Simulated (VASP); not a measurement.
A run of VASP 6.6.1:

INCAR

```
SYSTEM = BAs
ALGO = Normal
EDIFF = 1E-7
ENCUT = 520
GGA = CA
ISIF = 2
ISMEAR = -1
LASPH = .True.
LCHARG = .True.
LELF = .True.
LREAL = .False.
LVHAR = .True.
LWAVE = .False.
NBANDS = 11
NELM = 60
PREC = Accurate
SIGMA = 0.2
```

The input KPOINTS:

```
k-points
0
Gamma
  12 12 12
  0 0 0
```

POSCAR

```
BAs
1.0
    0.0000000000      2.2476645550      2.6971974660
    2.2476645550      0.0000000000      2.6971974660
    2.2476645550      2.2476645550      0.0000000000
B As
1 1
Direct
    0.0000000000      0.0000000000      0.0000000000
    0.7500000000      0.7500000000      0.7500000000
```

Potentials or basis: VASP PAW LDA potentials, release 64 (B, As).

Run with:

```bash
$ cat potpaw_LDA.64/B/POTCAR potpaw_LDA.64/As/POTCAR > POTCAR
$ mpirun -np 1 vasp_std > vasp.out
```

Hardware: 1 thread of Intel(R) Xeon(R) 6975P-C (Granite Rapids), on a shared host.

Task: Estimate the wall time of this run.

Result: Run time: 40 s on 1 thread of Intel(R) Xeon(R) 6975P-C (Granite Rapids), with other jobs on the host, peak memory 0.17 GiB. Counts: scf iterations 12, k points 163.
